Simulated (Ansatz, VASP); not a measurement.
One calculation of TiAl, two programs

The input INCAR:

```
  PREC = Accurate
  ENCUT = 520
  EDIFF = 1E-6
  ISMEAR = 0
  SIGMA = 0.15
  LREAL = False
  LASPH = True
  NELM = 80
  ALGO = Fast
  ISIF = 2
  LWAVE = False
  LCHARG = False
  GGA = PS
  NBANDS = 23
```

KPOINTS

```
Automatic mesh
0
Gamma
  16 16 16
```

POSCAR

```
TiAl
1.0
   -2.8475477342      0.0000000000      0.0000000000
    0.0000000000      4.9320973526      0.0000000000
    1.4237738671     -2.4660486763     -4.6191923826
Ti Al
2 2
Direct
    0.5021204890      0.5215493697      0.0042409781
   -0.0021204890      0.0173083916     -0.0042409781
    0.7500000000      0.0373082888      0.5000000000
    0.2500000000      0.5604221878      0.5000000000
```

Input for Ansatz:

```yaml
crystal:
  lattice:
    - [-2.8475477342, 0.0, 0.0]
    - [0.0, 4.9320973526, 0.0]
    - [1.4237738671, -2.4660486763, -4.6191923826]
  atoms:
    - { symbol: Ti, position: [0.502120489, 0.5215493697, 0.0042409781] }
    - { symbol: Ti, position: [-0.002120489, 0.0173083916, -0.0042409781] }
    - { symbol: Al, position: [0.75, 0.0373082888, 0.5] }
    - { symbol: Al, position: [0.25, 0.5604221878, 0.5] }
basis:
  ecutwfc: 520.0
kpoints:
  mp_grid: { grid: [16, 16, 16] }
hamiltonian:
  xc: pbesol
  pseudopotentials: { kind: paw, azcp: { folder: soft_1 } }
scf:
  occupations: { method: gaussian, width: 0.15 }
output:
  forces: true
  stress: true
  eigenvalues: true
```

Change from the starting cell: mode 6 frozen in at -0.170 Å and mode 11 at -0.057 Å (largest displacements).

Alike in both runs: task single point; functional PBEsol; k mesh 16 × 16 × 16; occupations gaussian, width 0.15 eV; no spin polarisation.

|  | VASP | Ansatz |
| --- | --- | --- |
| version | VASP 6.6.1 | Ansatz 0.2.0 |
| potentials or method | VASP PAW PBE potentials, release 64 (Ti_sv, Al), cutoff 520 eV | scalar-relativistic, plane waves, PAW |
| valence electrons in the cell | 30 | 30 |

```tsv
	VASP	Ansatz	Ansatz less VASP
gap on the k mesh at the Fermi level (eV)	none	none	-
pressure (GPa)	1.1	1.1	-0.02
traceless stress, the component that is largest in VASP (GPa)	-4.86	-4.82	+0.046
rms of the force components (eV/Å)	0.517	0.517	-0.0004
```

VASP's potentials were made for PBE, not for PBEsol, and Ansatz warns of the same on its side. Atom by atom the forces differ by 0.001 eV/Å (rms over components). A gap of «none» marks a metal or a gap that the smearing closes.
